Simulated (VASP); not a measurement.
The system is SnSe.

```
Sn Se
1.0
     0.00000    3.01000    3.01000
     3.01000    0.00000    3.01000
     3.01000    3.01000    0.00000
Sn Se
1 1
Direct
  0.00000 0.00000 0.00000
  0.50000 0.50000 0.50000
```

```yaml
Program: VASP 6.6.1
Task: relaxation of cell and atoms
Functional: PBEsol
Potentials_or_basis: VASP PAW PBE potentials, release 64 (Sn_d, Se)
Cutoff: 600 eV
k_mesh: 8 × 8 × 8
Occupations: fermi-dirac, width 0.05 eV
Spin: no spin polarisation
```

At the start: pressure -1.9 GPa; volume 27.27 Å³/atom.

Where does the relaxation end?

Over 3 steps the energy falls by 5.9 meV/atom and the volume is 26.30 Å³/atom (-3.6 %); space group Fm-3m (No. 225, to 0.05 Å).

The path:
```csv
step,energy change (eV),largest force (eV/Å),pressure (GPa),volume (Å³)
1,0.0000,0.0000,-1.90,54.54
2,-0.0108,0.0000,0.62,52.03
3,-0.0119,0.0000,0.01,52.60
```

Final structure:
```cif
data_structure
_symmetry_space_group_name_H-M 'P 1'
_symmetry_Int_Tables_number 1
_cell_length_a 4.2055
_cell_length_b 4.2055
_cell_length_c 4.2055
_cell_angle_alpha 60.000
_cell_angle_beta 60.000
_cell_angle_gamma 60.000
_cell_volume 52.60
loop_
_atom_site_label
_atom_site_type_symbol
_atom_site_fract_x
_atom_site_fract_y
_atom_site_fract_z
_atom_site_occupancy
Sn1 Sn 0.00000 0.00000 0.00000 1
Se1 Se 0.50000 0.50000 0.50000 1
```

Caveat: the PAW data sets were made with another functional, which shifts forces and pressure a little.
